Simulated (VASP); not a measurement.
# GaMo in VASP: further runs

The runs below take GaMo through single point, relaxation of cell and atoms, with PBE.

Program: VASP 6.6.1. These are calculated values, not measurements. Logs are shortened: lines on timing, memory, paths and dates and some standing lists are left out, and cuts for length are marked.

**1. The cell of the first run**

Symmetry: Pm-3m, No. 221, cubic system. Conventional cell: a = 3.118 Å, b = 3.118 Å, c = 3.118 Å, α = 90.00°, β = 90.00°, γ = 90.00°. Ga (site symmetry m-3m) has 8 Mo at 2.70 Å and 6 Ga at 3.12 Å within 3.6 Å. Within 3.6 Å of Mo (site symmetry m-3m) lie 8 Ga at 2.70 Å and 6 Mo at 3.12 Å.

**2. Single point, PBE**

Contents of INCAR:

```
SYSTEM = GaMo
PREC = Accurate
ENCUT = 520
EDIFF = 1E-7
ISMEAR = 0
SIGMA = 0.2
LREAL = .False.
LASPH = .True.
NELM = 60
ALGO = Normal
ISIF = 2
LWAVE = .False.
LCHARG = .True.
GGA = PE
LELF = .True.
LVHAR = .True.
NBANDS = 20
```

Contents of KPOINTS:

```
regular mesh
0
Gamma
  6 6 6
  0 0 0
```

Contents of POSCAR:

```
GaMo
1.0
    3.1180246346      0.0000000000      0.0000000000
    0.0000000000      3.1180246346      0.0000000000
    0.0000000000      0.0000000000      3.1180246346
Ga Mo
1 1
Direct
    0.5000000000      0.5000000000      0.5000000000
    0.0000000000      0.0000000000      0.0000000000
```

Potentials or basis: VASP PAW PBE potentials, release 64 (Ga_d, Mo_sv).

Run with:

```
$ cat potpaw_PBE.64/Ga_d/POTCAR potpaw_PBE.64/Mo_sv/POTCAR > POTCAR
$ mpirun -np 1 vasp_std > vasp.out
```

OUTCAR:

```text
SYSTEM = GaMo
   PREC = Accurate
   ENCUT = 520
   EDIFF = 1E-7
   ISMEAR = 0
   LREAL = .False.
   LASPH = .True.
   NELM = 60
   ISIF = 2
   GGA = PE

 ion  position               nearest neighbor table
   1  0.500  0.500  0.500-   2 2.70   2 2.70   2 2.70   2 2.70   2 2.70   2 2.70   2 2.70   2 2.70

   2  0.000  0.000  0.000-   1 2.70   1 2.70   1 2.70   1 2.70   1 2.70   1 2.70   1 2.70   1 2.70

  LATTYP: Found a simple cubic cell.
 ALAT       =     3.1180246346

  Lattice vectors:

 A1 = (   3.1180246346,   0.0000000000,   0.0000000000)
 A2 = (   0.0000000000,   3.1180246346,   0.0000000000)
 A3 = (   0.0000000000,   0.0000000000,   3.1180246346)

Analysis of symmetry for initial positions (statically):
=====================================================================
 Subroutine PRICEL returns:
 Original cell was already a primitive cell.

 Routine SETGRP: Setting up the symmetry group for a
 simple cubic supercell.

 Subroutine GETGRP returns: Found 48 space group operations
 (whereof 48 operations were pure point group operations)
 out of a pool of 48 trial point group operations.

The static configuration has the point symmetry O_h .

Analysis of symmetry for dynamics (positions and initial velocities):
=====================================================================
 Subroutine PRICEL returns:
 Original cell was already a primitive cell.

 Routine SETGRP: Setting up the symmetry group for a
 simple cubic supercell.

 Subroutine GETGRP returns: Found 48 space group operations
 (whereof 48 operations were pure point group operations)
 out of a pool of 48 trial point group operations.

The dynamic configuration has the point symmetry O_h .

 Subroutine INISYM returns: Found 48 space group operations
 (whereof 48 operations are pure point group operations),
 and found     1 'primitive' translations

----------------------------------------------------------------------------------------

                                     Primitive cell

  volume of cell :      30.3137

  direct lattice vectors                    reciprocal lattice vectors
     3.118024635  0.000000000  0.000000000     0.320715875  0.000000000  0.000000000
     0.000000000  3.118024635  0.000000000     0.000000000  0.320715875  0.000000000
     0.000000000  0.000000000  3.118024635     0.000000000  0.000000000  0.320715875

  length of vectors
     3.118024635  3.118024635  3.118024635     0.320715875  0.320715875  0.320715875

[... 73 lines left out ...]
   ENCUT  =  520.0 eV  38.22 Ry    6.18 a.u.   5.80  5.80  5.80*2*pi/ulx,y,z
   NELM   =     60;   NELMIN=  2; NELMDL= -5     # of ELM steps
   EDIFF  = 0.1E-06   stopping-criterion for ELM
   LREAL  =      F    real-space projection
   EDIFFG = 0.1E-05   stopping-criterion for IOM
   NSW    =      0    number of steps for IOM
   IBRION =     -1    ionic relax: 0-MD 1-quasi-New 2-CG
   NFREE  =      0    steps in history (QN), initial steepest desc. (CG)
   ISIF   =      2    stress and relaxation
   ISYM   =      2    0-nonsym 1-usesym 2-fastsym
   POTIM  = 0.5000    time-step for ionic-motion
   TEBEG  =    0.0;   TEEND  =   0.0 temperature during run
   PSTRESS=    0.0 pullay stress
   NELECT =      27.0000    total number of electrons
   NUPDOWN=      -1.0000    fix difference up-down
   EMIN   =  10.00;   EMAX   =-10.00  energy-range for DOS
   EFERMI =   0.00;   METHOD = LEGACY
   ISMEAR =     0;   SIGMA  =   0.20  broadening in eV -4-tet -1-fermi 0-gaus
   EFERMI_NEDOS =   21; number of points for ismear=-14 and -15
   IALGO  =     38    algorithm
   IMIX   =      4    mixing-type and parameters
     AMIX     =   0.40;   BMIX     =  1.00
     AMIX_MAG =   1.60;   BMIX_MAG =  1.00
  volume/ion in A,a.u.               =      15.16       102.28
  Fermi-wavevector in a.u.,A,eV,Ry     =   1.575131  2.976565 33.756546  2.481036
  Thomas-Fermi vector in A             =   2.676161
   LORBIT       =      0    0 simple, 1 ext, 2 COOP (PROOUT), +10 PAW based schemes
   GGA     = PE    functional components
   LHFCALC =     F    Hartree Fock is set to
   AEXX    =    0.0000 exact exchange contribution
   IVDW    =     0    specifies the selected vdW correction
   LEPSILON=     F    determine dielectric tensor
   LRPA    =     F    only Hartree local field effects (RPA)
 non-spin polarized calculation
 Gauss-broadening in eV      SIGMA  =   0.20
  energy-cutoff  :      520.00
  volume of cell :       30.31
 maximum number of plane-waves:       840
 NGX is ok and might be reduce to    24
   NGX = 11   NGY = 11   NGZ = 11

 number of electron      26.9999983 magnetization

 Free energy of the ion-electron system (eV)
  ---------------------------------------------------
  ext. energy  EPLUGINS =         0.00000000
  ---------------------------------------------------
  free energy    TOTEN  =       -13.47317676 eV

  energy without entropy =      -13.43429864  energy(sigma->0) =      -13.45373770

 E-fermi :  10.1450     XC(G=0): -12.8839

 val. band max:       10.1317683016   @ k =   0.5000   0.1667   0.1667
 cond. band min:      10.2132642136   @ k =   0.5000   0.5000   0.3333
 fundamental gap:      0.0814959120
 Fermi energy:        10.1450227282

 k-point     1 :       0.0000    0.0000    0.0000
  band No.  band energies     occupation
      1     -50.6743      2.00000
      2     -24.6508      2.00000
      3     -24.6508      2.00000
      4     -24.6508      2.00000
      5      -4.6577      2.00000
      6      -4.6577      2.00000
[... 449 lines left out ...]
     19      18.5768      0.00000
     20      18.5768      0.00000

------------------------ aborting loop because EDIFF is reached ----------------------------------------

  FORCE on cell =-STRESS in cart. coord.  units (eV):
  Direction    XX          YY          ZZ          XY          YZ          ZX
  --------------------------------------------------------------------------------------
  -------------------------------------------------------------------------------------
  Total        0.1981606      0.1981606      0.1981606     -0.0000000      0.0000000      0.0000000
  in kB       10.4734381     10.4734381     10.4734381     -0.0000000      0.0000000      0.0000000
  external PRESSURE =      10.4734381 kB  Pullay stress =       0.0000000 kB

 VOLUME and BASIS-vectors are now :
 -----------------------------------------------------------------------------
  energy-cutoff  :      520.00
  volume of cell :       30.31
      direct lattice vectors                 reciprocal lattice vectors
     3.118024635  0.000000000  0.000000000     0.320715875  0.000000000  0.000000000
     0.000000000  3.118024635  0.000000000     0.000000000  0.320715875  0.000000000
     0.000000000  0.000000000  3.118024635     0.000000000  0.000000000  0.320715875

 POSITION                                       TOTAL-FORCE (eV/Angst)
 -----------------------------------------------------------------------------------
      1.55901      1.55901      1.55901         0.000000      0.000000      0.000000
      0.00000      0.00000      0.00000         0.000000      0.000000      0.000000
 -----------------------------------------------------------------------------------
    total drift:                                0.000000      0.000000     -0.000000

  FREE ENERGIE OF THE ION-ELECTRON SYSTEM (eV)
  ---------------------------------------------------
  free  energy   TOTEN  =       -13.4731767600 eV

  energy  without entropy=      -13.4342986386  energy(sigma->0) =      -13.45373770
```

OSZICAR:

```text
N       E                     dE             d eps       ncg     rms          rms(c)
DAV:   1     0.205096056577E+03    0.20510E+03   -0.13702E+04   872   0.215E+03
DAV:   2    -0.207731104179E+01   -0.20717E+03   -0.20052E+03   848   0.456E+02
DAV:   3    -0.140430964837E+02   -0.11966E+02   -0.11763E+02   888   0.978E+01
DAV:   4    -0.142234471814E+02   -0.18035E+00   -0.17990E+00   916   0.124E+01
DAV:   5    -0.142267791057E+02   -0.33319E-02   -0.33316E-02   940   0.171E+00    0.130E+01
DAV:   6    -0.135269425143E+02    0.69984E+00   -0.22067E+00   820   0.113E+01    0.242E+00
DAV:   7    -0.134861486127E+02    0.40794E-01   -0.90934E-02   980   0.479E+00    0.158E+00
DAV:   8    -0.134740264229E+02    0.12122E-01   -0.16290E-02  1056   0.120E+00    0.217E-01
DAV:   9    -0.134731575999E+02    0.86882E-03   -0.18591E-03   904   0.599E-01    0.659E-02
DAV:  10    -0.134731684019E+02   -0.10802E-04   -0.41436E-05  1136   0.608E-02    0.410E-02
DAV:  11    -0.134731770223E+02   -0.86204E-05   -0.67083E-06   884   0.262E-02    0.120E-03
DAV:  12    -0.134731768000E+02    0.22227E-06   -0.27141E-07   740   0.535E-03    0.805E-04
DAV:  13    -0.134731767600E+02    0.40015E-07   -0.33234E-08   488   0.232E-03
   1 F= -.13473177E+02 E0= -.13453738E+02  d E =-.388781E-01
```

Run time: 25 s. Hardware: 1 thread of AMD EPYC 7R13, shared host; peak memory 0.11 GiB.

Results:

| Quantity | Value |
| --- | --- |
| Free energy | -13.4732 eV |
| Pressure | 1.0 GPa |

Levels at points of the mesh, in eV from the Fermi level:
```
           k point  band 12  band 13  band 14  band 15  band 16  band 17
(0.00, 0.00, 0.00)    -2.78     1.30     1.30     1.30     4.50     4.50
(0.50, 0.00, 0.00)    -2.29    -1.22    -1.22     1.40     3.13     8.54
(0.50, 0.50, 0.00)    -1.96    -1.96    -0.05    -0.05     2.67     4.90
(0.50, 0.50, 0.50)    -4.69    -1.61     2.79     2.79     5.01     5.01
```

**3. Single point, PBE**

This run uses another cell than the first one, of 15.25 Å³/atom, 1.006 times its volume.

Contents of INCAR:

```
SYSTEM = GaMo
PREC = Accurate
ENCUT = 520
EDIFF = 1E-6
ISMEAR = 0
SIGMA = 0.2
LREAL = .FALSE.
LASPH = .TRUE.
NELM = 80
ALGO = Normal
ISIF = 2
LWAVE = .FALSE.
LCHARG = .FALSE.
GGA = PE
NBANDS = 20
```

Contents of KPOINTS:

```
Automatic mesh
0
G
  6 6 6
  0 0 0
```

Contents of POSCAR:

```
GaMo
1.0
    3.1245065356      0.0000000000      0.0000000000
    0.0000000000      3.1245065356      0.0000000000
    0.0000000000      0.0000000000      3.1245065356
Ga Mo
1 1
Direct
    0.0000000000      0.0000000000      0.0000000000
    0.5000000000      0.5000000000      0.5000000000
```

Potentials or basis: VASP PAW PBE potentials, release 64 (Ga_d, Mo_sv).

Run with:

```
$ cat potpaw_PBE.64/Ga_d/POTCAR potpaw_PBE.64/Mo_sv/POTCAR > POTCAR
$ mpirun -np 1 vasp_std > vasp.out
```

Wall time 22 s (1 thread of AMD EPYC 7R13, shared host); peak memory 0.11 GiB.

It converged, with:

* Free energy: -13.4738 eV
* Pressure: 0.0 GPa

Levels at points of the mesh, in eV from the Fermi level:
```tsv
k point	band 11	band 12	band 13	band 14	band 15	band 16	band 17	band 18
(0.00, 0.00, 0.00)	-2.76	-2.76	1.29	1.29	1.29	4.48	4.48	4.48
(0.50, 0.00, 0.00)	-5.92	-2.27	-1.21	-1.21	1.39	3.10	8.54	10.98
(0.50, 0.50, 0.00)	-2.21	-1.95	-1.95	-0.05	-0.05	2.65	4.85	6.40
(0.50, 0.50, 0.50)	-4.65	-4.65	-1.62	2.76	2.76	4.99	4.99	4.99
```

**4. Single point, PBE**

This run uses another cell than the first one, of 15.23 Å³/atom, 1.005 times its volume.

INCAR, as its differences from that of step 3:

```diff
@@ -8,3 +8,3 @@
 LASPH = .TRUE.
-NELM = 80
+NELM = 60
 ALGO = Normal
```

Contents of KPOINTS:

```
regular mesh
0
G
  6 6 6
  0 0 0
```

Contents of POSCAR:

```
GaMo
1.0
    2.2079825443      1.2747793163      1.8036602783
   -2.2079825443      1.2747793163      1.8036602783
    0.0000000000     -2.5495586326      1.8036602783
Ga Mo
1 1
Direct
    0.0000000000      0.0000000000      0.0000000000
    0.5000000000      0.5000000000      0.5000000000
```

Run with:

```
$ cat potpaw_PBE.64/Ga_d/POTCAR potpaw_PBE.64/Mo_sv/POTCAR > POTCAR
$ mpirun -np 1 vasp_std > vasp.out
```

It took 7.3 s on 1 thread of Intel Xeon 6975P-C (Granite Rapids), shared host; peak memory 0.14 GiB.

The run converged. Its results:

```yaml
Free_energy: -13.4738 eV
Pressure: 0.2 GPa
```

Stress tensor (GPa, compression positive):
```
0.26 0.00 0.00
0.00 0.26 0.00
0.00 0.00 0.14
```

Levels at points of the mesh, in eV from the Fermi level:
```
           k point  band 12  band 13  band 14  band 15  band 16  band 17
(0.00, 0.00, 0.00)    -2.76     1.29     1.29     1.29     4.48     4.48
(0.50, 0.00, 0.00)    -2.27    -1.22    -1.21     1.39     3.10     8.54
(0.50, 0.50, 0.00)    -1.96    -1.95    -0.05    -0.05     2.66     4.86
(0.50, 0.50, 0.50)    -4.66    -1.62     2.77     2.77     4.99     4.99
```

**5. Relaxation of cell and atoms, PBE**

This run uses another cell than the first one, of 19.28 Å³/atom, 1.272 times its volume.

Contents of INCAR:

```
PREC = Accurate
ENCUT = 600
EDIFF = 1E-7
ISMEAR = 0
SIGMA = 0.2
LREAL = F
LASPH = T
NELM = 100
ALGO = Fast
ISIF = 3
LWAVE = F
LCHARG = F
GGA = PE
IBRION = 2
NSW = 36
EDIFFG = -0.08
```

Contents of KPOINTS:

```
Automatic mesh
0
Gamma
  6 6 6
```

Contents of POSCAR:

```
GaMo
1.0
    3.3784328200      0.0000000000      0.0000000000
    0.0000000000      3.3784328200      0.0000000000
    0.0000000000      0.0000000000      3.3784328200
Ga Mo
1 1
Direct
    0.0000000000      0.0000000000      0.0000000000
    0.5000000000      0.5000000000      0.5000000000
```

Run with:

```
$ cat potpaw_PBE.64/Ga_d/POTCAR potpaw_PBE.64/Mo_sv/POTCAR > POTCAR
$ mpirun -np 1 vasp_std > vasp.out
```

Run time: 44 s. Hardware: 1 thread of Intel Xeon 6975P-C (Granite Rapids), shared host; peak memory 0.17 GiB.

The run converged. Its results:

```yaml
Free_energy: -13.4772 eV
Relaxed_volume: 15.29 Å³/atom
Relaxed_cell: a = 3.127 Å, b = 3.127 Å, c = 3.127 Å, α = 90.00°, β = 90.00°, γ = 90.00°
Space_group_after_relaxing_to_0.05_Å: Pm-3m (No. 221)
Energy_gained_by_relaxing: 373.5 meV/atom
Ionic_steps: 4
Pressure_after_relaxing: -0.5 GPa
```

The path:
```csv
step,energy change (eV),largest force (eV/Å),pressure (GPa),volume (Å³)
1,0.0000,0.0000,-23.89,38.56
2,0.1650,0.0000,60.92,24.64
3,-0.7455,0.0000,-1.69,30.80
4,-0.7470,0.0000,-0.50,30.58
```

Final structure:
```
Ga Mo
1.0
     3.12714    0.00000    0.00000
     0.00000    3.12714    0.00000
     0.00000    0.00000    3.12714
Ga Mo
1 1
Direct
  0.00000 0.00000 0.00000
  0.50000 0.50000 0.50000
```

Levels at points of the mesh, in eV from the Fermi level:
| k point | band 12 | band 13 | band 14 | band 15 | band 16 | band 17 |
| --- | --- | --- | --- | --- | --- | --- |
| (0.00, 0.00, 0.00) | -2.75 | 1.28 | 1.28 | 1.28 | 4.47 | 4.47 |
| (0.50, 0.00, 0.00) | -2.26 | -1.21 | -1.21 | 1.38 | 3.09 | 8.55 |
| (0.50, 0.50, 0.00) | -1.95 | -1.95 | -0.05 | -0.05 | 2.64 | 4.83 |
| (0.50, 0.50, 0.50) | -4.63 | -1.63 | 2.75 | 2.75 | 4.97 | 4.97 |

Caveat: the volume moved by over 15 % at a fixed basis, so the end points are rough.

**6. Overview**

```tsv
task	cell	cutoff (eV)	gap on the mesh (eV)	pressure (GPa)
single point	a = 3.118 Å, 2 atoms	520	none	1.0
single point	a = 3.125 Å, 2 atoms	520	none	0.0
single point	a = 3.123 Å, 2 atoms	520	none	0.2
relaxation of cell and atoms	relaxed from a = 3.378 Å, 2 atoms	600	none	-0.5
```

Alike in all rows: level PBE; potentials or basis VASP PAW PBE potentials, release 64 (Ga_d, Mo_sv); no spin polarisation; k mesh 6 × 6 × 6; smearing gaussian 0.2 eV.

Caveats: the volume moved by over 15 % at a fixed basis, so the end points are rough (some runs).

Absolute energies hang on the potentials; compare differences alone.
